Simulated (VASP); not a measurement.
# CdSe (I-4m2) in VASP: further runs

Runs on CdSe. Level: PBE. Tasks: single point.

All numbers are computed with VASP 6.6.1; they aren't measurements. Logs are shortened: lines on timing, memory, paths and dates and some standing lists are left out, and cuts for length are marked.

## 1. The cell of the first run

Symmetry: I-4m2, No. 119, tetragonal system. The conventional cell has a = 4.338 Å, b = 4.338 Å, c = 6.013 Å, α = 90.00°, β = 90.00°, γ = 90.00°. Cd (site symmetry -4m2) has 4 Se at 2.64 Å within 3.5 Å. Se (site symmetry -4m2) has 4 Cd at 2.64 Å within 3.5 Å.

## 2. Single point, PBE (uniaxial z strain -2.0%)

Input file INCAR:

```
ALGO     = Normal         # electronic algorithm
EDIFF    = 1E-6           # SCF threshold, eV
ENCUT    = 500            # plane-wave cutoff, eV
GGA      = PE             # functional
GGA_COMPAT= False        
ISIF     = 2              # what is computed and relaxed
ISMEAR   = 0              # smearing method
LASPH    = True           # aspherical terms in the spheres
LCHARG   = True           # write CHGCAR
LELF     = True           # ELF
LREAL    = False          # projectors in reciprocal space
LVHAR    = True         
LWAVE    = False          # write WAVECAR
NBANDS   = 16             # bands
NELM     = 120            # most SCF steps
PREC     = Accurate       # precision mode
SIGMA    = 0.01           # smearing width, eV
```

Input file KPOINTS:

```
k-points
0
Gamma
  4 4 4
```

Input file POSCAR:

```
CdSe
1.0
    0.0000000000      3.0677809654      3.0064253461
    3.0677809654      0.0000000000      3.0064253461
    3.0677809654      3.0677809654      0.0000000000
Cd Se
1 1
Direct
    0.0000000000      0.0000000000      0.0000000000
    0.2500000000      0.2500000000      0.2500000000
```

Potentials or basis: VASP PAW PBE potentials, release 64 (Cd, Se).

Run with:

```console
cat potpaw_PBE.64/Cd/POTCAR potpaw_PBE.64/Se/POTCAR > POTCAR
mpirun -np 1 vasp_std > vasp.out
```

OUTCAR:

```text
EDIFF = 1E-6
   ENCUT = 500
   GGA = PE
   ISIF = 2
   ISMEAR = 0
   LASPH = True
   LREAL = False
   NELM = 120
   PREC = Accurate

 ion  position               nearest neighbor table
   1  0.000  0.000  0.000-   2 2.64   2 2.64   2 2.64   2 2.64
   2  0.250  0.250  0.250-   1 2.64   1 2.64   1 2.64   1 2.64

  LATTYP: Found a body centered tetragonal cell.
 ALAT       =     4.3384974477
 C/A-ratio  =     1.3859292911

  Lattice vectors:

 A1 = (   0.0000000000,  -3.0677809654,  -3.0064253461)
 A2 = (   0.0000000000,   3.0677809654,  -3.0064253461)
 A3 = (   3.0677809654,   0.0000000000,   3.0064253461)

Analysis of symmetry for initial positions (statically):
=====================================================================
 Subroutine PRICEL returns:
 Original cell was already a primitive cell.

 Routine SETGRP: Setting up the symmetry group for a
 body centered tetragonal supercell.

 Subroutine GETGRP returns: Found  8 space group operations
 (whereof  8 operations were pure point group operations)
 out of a pool of 16 trial point group operations.

The static configuration has the point symmetry D_2d.

Analysis of symmetry for dynamics (positions and initial velocities):
=====================================================================
 Subroutine PRICEL returns:
 Original cell was already a primitive cell.

 Routine SETGRP: Setting up the symmetry group for a
 body centered tetragonal supercell.

 Subroutine GETGRP returns: Found  8 space group operations
 (whereof  8 operations were pure point group operations)
 out of a pool of 16 trial point group operations.

The dynamic configuration has the point symmetry D_2d.

 Subroutine INISYM returns: Found  8 space group operations
 (whereof  8 operations are pure point group operations),
 and found     1 'primitive' translations

----------------------------------------------------------------------------------------

                                     Primitive cell

  volume of cell :      56.5886

  direct lattice vectors                    reciprocal lattice vectors
     0.000000000  3.067780965  3.006425346    -0.162984257  0.162984257  0.166310466
     3.067780965  0.000000000  3.006425346     0.162984257 -0.162984257  0.166310466
     3.067780965  3.067780965  0.000000000     0.162984257  0.162984257 -0.166310466

  length of vectors
     4.295331584  4.295331584  4.338497448     0.284230376  0.284230376  0.284230376

  position of ions in fractional coordinates (direct lattice)
     0.000000000  0.000000000  0.000000000
     0.250000000  0.250000000  0.250000000

  ion indices of the primitive-cell ions
   primitive index   ion index
                 1           1
                 2           2

----------------------------------------------------------------------------------------

 KPOINTS: k-points

Automatic generation of k-mesh.
 Grid dimensions read from file:
 generate k-points for:    4    4    4

 Generating k-lattice:

  Cartesian coordinates                     Fractional coordinates (reciprocal lattice)
    -0.040746064  0.040746064  0.041577616     0.250000000 -0.000000000  0.000000000
     0.040746064 -0.040746064  0.041577616    -0.000000000  0.250000000  0.000000000
     0.040746064  0.040746064 -0.041577616     0.000000000  0.000000000  0.250000000

  Length of vectors
     0.071057594  0.071057594  0.071057594

  Shift w.r.t. Gamma in fractional coordinates (k-lattice)
     0.000000000  0.000000000  0.000000000

 Subroutine IBZKPT returns following result:
 ===========================================

 Found     13 irreducible k-points:

 Following reciprocal coordinates:
            Coordinates               Weight
  0.000000  0.000000  0.000000      1.000000
  0.250000  0.000000  0.000000      8.000000
  0.500000  0.000000  0.000000      4.000000
  0.250000  0.250000  0.000000      2.000000
  0.500000  0.250000  0.000000      8.000000
 -0.250000  0.250000  0.000000      4.000000
  0.500000  0.500000  0.000000      1.000000
  0.250000  0.000000  0.250000      4.000000
  0.500000  0.000000  0.250000     16.000000
 -0.250000  0.000000  0.250000      8.000000
 -0.250000  0.500000  0.250000      4.000000
  0.500000  0.000000  0.500000      2.000000
 -0.250000  0.250000  0.500000      2.000000
   k-points           NKPTS =     13   k-points in BZ     NKDIM =     13   number of bands    NBANDS=     16
   number of dos      NEDOS =    301   number of ions     NIONS =      2
   total plane-waves  NPLWV =  32768
   dimension x,y,z NGX =    32 NGY =   32 NGZ =   32
   dimension x,y,z NGXF=    64 NGYF=   64 NGZF=   64
   ions per type =               1   1
   NGX,Y,Z   is equivalent  to a cutoff of  12.39, 12.39, 12.26 a.u.
   NGXF,Y,Z  is equivalent  to a cutoff of  24.77, 24.77, 24.52 a.u.
 SYSTEM =  unknown system
   PREC   = accura    normal or accurate (medium, high low for compatibility)
   ISTART =      0    job   : 0-new  1-cont  2-samecut
   ICHARG =      2    charge: 1-file 2-atom 10-const
   ISPIN  =      1    spin polarized calculation?
   LNONCOLLINEAR =      F non collinear calculations
   LSORBIT =      F    spin-orbit coupling
   LASPH  =      T    aspherical Exc in radial PAW
   ENCUT  =  500.0 eV  36.75 Ry    6.06 a.u.   7.83  7.83  7.91*2*pi/ulx,y,z
   NELM   =    120;   NELMIN=  2; NELMDL= -5     # of ELM steps
   EDIFF  = 0.1E-05   stopping-criterion for ELM
   LREAL  =      F    real-space projection
   EDIFFG = 0.1E-04   stopping-criterion for IOM
   NSW    =      0    number of steps for IOM
   IBRION =     -1    ionic relax: 0-MD 1-quasi-New 2-CG
   NFREE  =      0    steps in history (QN), initial steepest desc. (CG)
   ISIF   =      2    stress and relaxation
   ISYM   =      2    0-nonsym 1-usesym 2-fastsym
   POTIM  = 0.5000    time-step for ionic-motion
   TEBEG  =    0.0;   TEEND  =   0.0 temperature during run
   PSTRESS=    0.0 pullay stress
   NELECT =      18.0000    total number of electrons
   NUPDOWN=      -1.0000    fix difference up-down
   EMIN   =  10.00;   EMAX   =-10.00  energy-range for DOS
   EFERMI =   0.00;   METHOD = LEGACY
   ISMEAR =     0;   SIGMA  =   0.01  broadening in eV -4-tet -1-fermi 0-gaus
   EFERMI_NEDOS =   21; number of points for ismear=-14 and -15
   IALGO  =     38    algorithm
   IMIX   =      4    mixing-type and parameters
     AMIX     =   0.40;   BMIX     =  1.00
     AMIX_MAG =   1.60;   BMIX_MAG =  1.00
  volume/ion in A,a.u.               =      28.29       190.94
  Fermi-wavevector in a.u.,A,eV,Ry     =   1.117522  2.111810 16.991700  1.248855
  Thomas-Fermi vector in A             =   2.254145
   LORBIT       =      0    0 simple, 1 ext, 2 COOP (PROOUT), +10 PAW based schemes
   GGA     = PE    functional components
   LHFCALC =     F    Hartree Fock is set to
   AEXX    =    0.0000 exact exchange contribution
   IVDW    =     0    specifies the selected vdW correction
   LEPSILON=     F    determine dielectric tensor
   LRPA    =     F    only Hartree local field effects (RPA)
 non-spin polarized calculation
 Gauss-broadening in eV      SIGMA  =   0.01
  energy-cutoff  :      500.00
  volume of cell :       56.59
 maximum number of plane-waves:      1451
   NGX = 15   NGY = 15   NGZ = 15

 number of electron      18.0000003 magnetization

 Free energy of the ion-electron system (eV)
  ---------------------------------------------------
  ext. energy  EPLUGINS =         0.00000000
  ---------------------------------------------------
  free energy    TOTEN  =        -5.42353050 eV

  energy without entropy =       -5.42353050  energy(sigma->0) =       -5.42353050

 E-fermi :   1.0313     XC(G=0):  -8.8471

 val. band max:        0.9632897324   @ k =   0.0000   0.0000   0.0000
 cond. band min:       1.5036137647   @ k =   0.0000   0.0000   0.0000
 fundamental gap:      0.5403240322
 Fermi energy:         1.0312951910

 k-point     1 :       0.0000    0.0000    0.0000
  band No.  band energies     occupation
      1     -11.6308      2.00000
      2      -7.0231      2.00000
      3      -7.0231      2.00000
      4      -7.0141      2.00000
      5      -6.6578      2.00000
      6      -6.6527      2.00000
[... 8 lines left out ...]
     15      11.8430      0.00000
     16      12.1292      0.00000

 k-point     2 :       0.2500    0.0000    0.0000
  band No.  band energies     occupation
      1     -11.4479      2.00000
      2      -6.9701      2.00000
      3      -6.9630      2.00000
      4      -6.8112      2.00000
      5      -6.6532      2.00000
      6      -6.6526      2.00000
[... 8 lines left out ...]
     15      10.9447      0.00000
     16      11.1421      0.00000

 k-point     3 :       0.5000    0.0000    0.0000
  band No.  band energies     occupation
      1     -11.2621      2.00000
      2      -6.9330      2.00000
      3      -6.9233      2.00000
      4      -6.6353      2.00000
      5      -6.6287      2.00000
      6      -6.3621      2.00000
[... 8 lines left out ...]
     15      12.9653      0.00000
     16      13.1054      0.00000

 k-point     4 :       0.2500    0.2500    0.0000
  band No.  band energies     occupation
      1     -11.3840      2.00000
      2      -6.9038      2.00000
      3      -6.9038      2.00000
      4      -6.8611      2.00000
      5      -6.6515      2.00000
      6      -6.6268      2.00000
[... 8 lines left out ...]
     15      12.3878      0.00000
     16      14.1554      0.00000

 k-point     5 :       0.5000    0.2500    0.0000
  band No.  band energies     occupation
      1     -11.2020      2.00000
      2      -6.8815      2.00000
      3      -6.8463      2.00000
      4      -6.7233      2.00000
      5      -6.6190      2.00000
      6      -6.3183      2.00000
[... 8 lines left out ...]
     15      13.2699      0.00000
     16      14.0036      0.00000

 k-point     6 :      -0.2500    0.2500    0.0000
  band No.  band energies     occupation
      1     -11.2662      2.00000
      2      -6.9004      2.00000
      3      -6.8984      2.00000
      4      -6.6670      2.00000
      5      -6.6630      2.00000
      6      -6.4552      2.00000
[... 8 lines left out ...]
     15      12.0254      0.00000
     16      13.8954      0.00000

 k-point     7 :       0.5000    0.5000    0.0000
  band No.  band energies     occupation
      1     -11.1398      2.00000
      2      -6.8396      2.00000
      3      -6.7649      2.00000
      4      -6.7649      2.00000
      5      -6.5956      2.00000
      6      -6.2759      2.00000
[... 8 lines left out ...]
     15      13.2479      0.00000
     16      14.2146      0.00000

 k-point     8 :       0.2500    0.0000    0.2500
  band No.  band energies     occupation
      1     -11.3903      2.00000
      2      -6.9060      2.00000
      3      -6.8943      2.00000
      4      -6.8620      2.00000
      5      -6.6659      2.00000
      6      -6.6260      2.00000
[... 8 lines left out ...]
     15      12.5397      0.00000
     16      14.1218      0.00000

 k-point     9 :       0.5000    0.0000    0.2500
  band No.  band energies     occupation
      1     -11.2072      2.00000
      2      -6.8854      2.00000
      3      -6.8415      2.00000
      4      -6.7148      2.00000
      5      -6.6228      2.00000
      6      -6.3341      2.00000
[... 8 lines left out ...]
     15      13.2437      0.00000
     16      13.9555      0.00000

 k-point    10 :      -0.2500    0.0000    0.2500
  band No.  band energies     occupation
      1     -11.2652      2.00000
      2      -6.9067      2.00000
      3      -6.8936      2.00000
      4      -6.6718      2.00000
      5      -6.6628      2.00000
      6      -6.4439      2.00000
[... 8 lines left out ...]
     15      12.2452      0.00000
     16      13.9897      0.00000

 k-point    11 :      -0.2500    0.5000    0.2500
  band No.  band energies     occupation
      1     -11.1455      2.00000
      2      -6.8360      2.00000
      3      -6.8352      2.00000
      4      -6.6886      2.00000
      5      -6.6509      2.00000
      6      -6.1711      2.00000
[... 8 lines left out ...]
     15      13.5776      0.00000
     16      14.0500      0.00000

 k-point    12 :       0.5000    0.0000    0.5000
  band No.  band energies     occupation
      1     -11.1493      2.00000
      2      -6.8301      2.00000
      3      -6.7729      2.00000
      4      -6.7551      2.00000
      5      -6.5990      2.00000
      6      -6.3079      2.00000
[... 8 lines left out ...]
     15      13.2757      0.00000
     16      14.1485      0.00000

 k-point    13 :      -0.2500    0.2500    0.5000
  band No.  band energies     occupation
      1     -11.1502      2.00000
      2      -6.8440      2.00000
      3      -6.8245      2.00000
      4      -6.6880      2.00000
      5      -6.6494      2.00000
      6      -6.1808      2.00000
[... 8 lines left out ...]
     15      13.5498      0.00000
     16      13.7745      0.00000

------------------------ aborting loop because EDIFF is reached ----------------------------------------

  FORCE on cell =-STRESS in cart. coord.  units (eV):
  Direction    XX          YY          ZZ          XY          YZ          ZX
  --------------------------------------------------------------------------------------
  -------------------------------------------------------------------------------------
  Total        1.0268507      1.0268507      1.1278346      0.0000000      0.0000000      0.0000000
  in kB       29.0729285     29.0729285     31.9320554      0.0000000      0.0000000      0.0000000
  external PRESSURE =      30.0259708 kB  Pullay stress =       0.0000000 kB

 VOLUME and BASIS-vectors are now :
 -----------------------------------------------------------------------------
  energy-cutoff  :      500.00
  volume of cell :       56.59
      direct lattice vectors                 reciprocal lattice vectors
     0.000000000  3.067780965  3.006425346    -0.162984257  0.162984257  0.166310466
     3.067780965  0.000000000  3.006425346     0.162984257 -0.162984257  0.166310466
     3.067780965  3.067780965  0.000000000     0.162984257  0.162984257 -0.166310466

 POSITION                                       TOTAL-FORCE (eV/Angst)
 -----------------------------------------------------------------------------------
      0.00000      0.00000      0.00000        -0.000000     -0.000000      0.000000
      1.53389      1.53389      1.50321         0.000000      0.000000     -0.000000
 -----------------------------------------------------------------------------------
    total drift:                                0.000000      0.000000      0.000000

  FREE ENERGIE OF THE ION-ELECTRON SYSTEM (eV)
  ---------------------------------------------------
  free  energy   TOTEN  =        -5.4235305047 eV

  energy  without entropy=       -5.4235305047  energy(sigma->0) =       -5.42353050
```

It took 11 s on 1 thread of Intel Xeon Platinum 8488C (Sapphire Rapids), shared host; peak memory 0.17 GiB.

What came out:

```yaml
Free_energy: -5.4235 eV
Pressure: 3.0 GPa
Band_gap_on_the_k_mesh: 0.54 eV, direct
```

Caveat: the k points lie up to 0.45 Å⁻¹ apart; the cell differs from its parent crystal (uniaxial z strain -2.0%).

## 3. Single point, PBE (uniaxial z strain -1.0%)

Input file INCAR:

```
ALGO = Normal ; EDIFF = 1E-6
ENCUT = 500 ; GGA = PE
GGA_COMPAT = F ; ISIF = 2
ISMEAR = 0 ; LASPH = T
LCHARG = T ; LELF = T
LREAL = F ; LVHAR = T
LWAVE = F ; NBANDS = 16
NELM = 120 ; PREC = Accurate
SIGMA = 0.01
```

KPOINTS is that of step 2.

Input file POSCAR:

```
CdSe
1.0
    0.0000000000      3.0677809654      3.0371031557
    3.0677809654      0.0000000000      3.0371031557
    3.0677809654      3.0677809654      0.0000000000
Cd Se
1 1
Direct
    0.0000000000      0.0000000000      0.0000000000
    0.2500000000      0.2500000000      0.2500000000
```

Potentials or basis: VASP PAW PBE potentials, release 64 (Cd, Se).

Run with:

```console
cat potpaw_PBE.64/Cd/POTCAR potpaw_PBE.64/Se/POTCAR > POTCAR
mpirun -np 1 vasp_std > vasp.out
```

Wall time 11 s (1 thread of Intel Xeon Platinum 8488C (Sapphire Rapids), shared host); peak memory 0.17 GiB.

It converged, with:

* Free energy: -5.4338 eV
* Pressure: 2.4 GPa
* Band gap on the k mesh: 0.54 eV, direct

Stress tensor (GPa, compression positive):
```
2.38 0.00 0.00
0.00 2.38 0.00
0.00 0.00 2.53
```

Levels at points of the mesh, in eV from the valence-band top:
```
           k point  band 6  band 7  band 8  band 9  band 10  band 11  band 12  band 13
(0.00, 0.00, 0.00)   -7.58   -0.03   -0.03    0.00     0.54     5.89     5.90     5.90
(0.50, 0.00, 0.00)   -7.29   -4.33   -0.77   -0.73     2.34     6.36     6.44     7.35
(0.50, 0.50, 0.00)   -7.22   -4.00   -1.85   -1.85     3.11     3.65     9.08    10.08
(0.50, 0.00, 0.50)   -7.23   -4.06   -1.82   -1.80     3.14     3.73     8.99    10.04
```

Caveat: the k points lie up to 0.44 Å⁻¹ apart; the cell differs from its parent crystal (uniaxial z strain -1.0%).
